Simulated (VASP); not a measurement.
Runs of VASP 6.6.1 on K. It takes space group Im-3m (No. 229, cubic). The conventional cell has a = 5.283 Å, b = 5.283 Å, c = 5.283 Å, α = 90.00°, β = 90.00°, γ = 90.00°. 

```csv
level,k mesh,smearing,grid for exact exchange (PRECFOCK),screening parameter,gap on the mesh (eV),pressure (GPa)
HSE06,5 × 5 × 5,fermi-dirac 0.1 eV,Normal,0.2079 1/Å,none,0.1
PBE,4 × 4 × 4,fermi-dirac 0.1 eV,-,-,none,0.1
PBE,2 × 2 × 2,fermi-dirac 0.1 eV,-,-,none,(a)
PBE,9 × 9 × 9,fermi-dirac 0.01 eV,-,-,none,0.0
PBE,5 × 5 × 5,fermi-dirac 0.1 eV,-,-,none,0.0
PBE,7 × 7 × 7,fermi-dirac 0.1 eV,-,-,none,0.0
PBE,3 × 3 × 3,fermi-dirac 0.1 eV,-,-,none,-0.1
PBE,9 × 9 × 9,fermi-dirac 0.03 eV,-,-,none,0.0
PBE,9 × 9 × 9,fermi-dirac 0.3 eV,-,-,none,0.1
PBE,9 × 9 × 9,fermi-dirac 0.1 eV,-,-,none,0.0
PBE,9 × 9 × 9,fermi-dirac 0.2 eV,-,-,none,0.0
```

Alike in all rows: task single point; potentials or basis VASP PAW PBE potentials, release 64 (K_sv); no spin polarisation; cell as given; cutoff (eV) 520.

Problem. Estimate the missing entries.

Solution. (a) 0.3.

Caveats: some runs use coarse meshes; the PAW data sets were made with another functional, which shifts forces and pressure a little (some runs).

A gap of «none» marks levels without a gap at the run's occupations.
